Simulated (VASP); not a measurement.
Write the native input for VASP 6.6.1 that does the following.

```
Task                   : single point
Functional             : PBE
Potentials or basis    : VASP PAW PBE potentials, release 64 (Al, N)
Cutoff                 : 520 eV
k mesh                 : 12 × 12 × 6
Occupations            : gaussian, width 0.05 eV
Spin                   : no spin polarisation
Dipole correction      : no
Further INCAR settings : ALGO = Normal; EDIFF = 1e-06; NBANDS = 16
```

The structure of AlN lies in POSCAR:

```
AlN
1.0
    3.1110021516      0.0000000000      0.0000000000
   -1.5555010758      2.6942068945      0.0000000000
    0.0000000000      0.0000000000      4.9780000000
Al N
2 2
Direct
    0.3333333333      0.6666666667      0.0000000000
    0.6666666667      0.3333333333      0.5000000000
    0.1255513615      0.4439666204      0.3850000000
    0.6666666667      0.3333333333      0.8850000000
```

This cell differs from its parent crystal: atom 3 (N) moved by (-0.300, -0.600) A along x and y.

The input as run:

INCAR

```
SYSTEM = AlN
ALGO = Normal
EDIFF = 1E-6
ENCUT = 520
GGA = PE
ISIF = 2
ISMEAR = 0
LASPH = .TRUE.
LCHARG = .FALSE.
LREAL = .FALSE.
LWAVE = .FALSE.
NBANDS = 16
NELM = 80
PREC = Accurate
SIGMA = 0.05
```

KPOINTS

```
k-points
0
G
  12 12 6
  0 0 0
```

Potentials or basis: VASP PAW PBE potentials, release 64 (Al, N).

Run with:

```bash
$ cat potpaw_PBE.64/Al/POTCAR potpaw_PBE.64/N/POTCAR > POTCAR
$ mpirun -np 1 vasp_std > vasp.out
```

Results of the run:

| Property | Result |
| --- | --- |
| Pressure | 36.1 GPa |
| Largest force | 23.457 eV/Å |
| Band gap on the k mesh | 3.00 eV, direct |

Caveat: the cell differs from its parent crystal (atom 3 (N) moved by (-0.300, -0.600) A along x and y); forces of over 1 eV/Å act on the atoms, so gaps and moduli don't describe the material at rest.

It took 2.1 min on 1 thread of AMD EPYC 9R45 96-Core Processor (Zen 5) (shared host), peak memory 0.32 GiB.
